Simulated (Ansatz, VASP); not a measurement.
## Two plane-wave programs on BaTe

```
Ba Te
1.0
     0.00000    3.47940    3.47940
     3.47940    0.00000    3.47940
     3.47940    3.47940    0.00000
Ba Te
1 1
Direct
  0.00000 0.00000 0.00000
  0.50000 0.50000 0.50000
```

Change from the starting cell: hydrostatic strain -1.5%.

Alike in both runs: task single point; functional r2SCAN; k mesh 6 × 6 × 6; no spin polarisation.

|  | VASP | Ansatz |
| --- | --- | --- |
| version | VASP 6.6.1 | Ansatz 0.2.0 |
| potentials or method | VASP PAW PBE potentials, release 64 (Ba_sv, Te) | plane waves, PAW |
| plane-wave cutoff (eV) | 520 | 500 |
| occupations | gaussian, width 0.01 eV | fixed |
| valence electrons in the cell | 16 | 26 |

VASP gave:

| Quantity | Value |
| --- | --- |
| gap on the k mesh at the Fermi level (eV) | 1.83 |
| pressure (GPa) | 1.9 |

**Question.** Which values does Ansatz return?

**Answer.** gap on the k mesh at the Fermi level (eV): 1.92; pressure (GPa): 1.5.

VASP's potentials were made for PBE, not for r2SCAN. VASP's potentials hold 16 valence electrons a cell and Ansatz's 26, so a difference there can come from the potentials and not from the codes.

Spin-orbit coupling is off throughout.
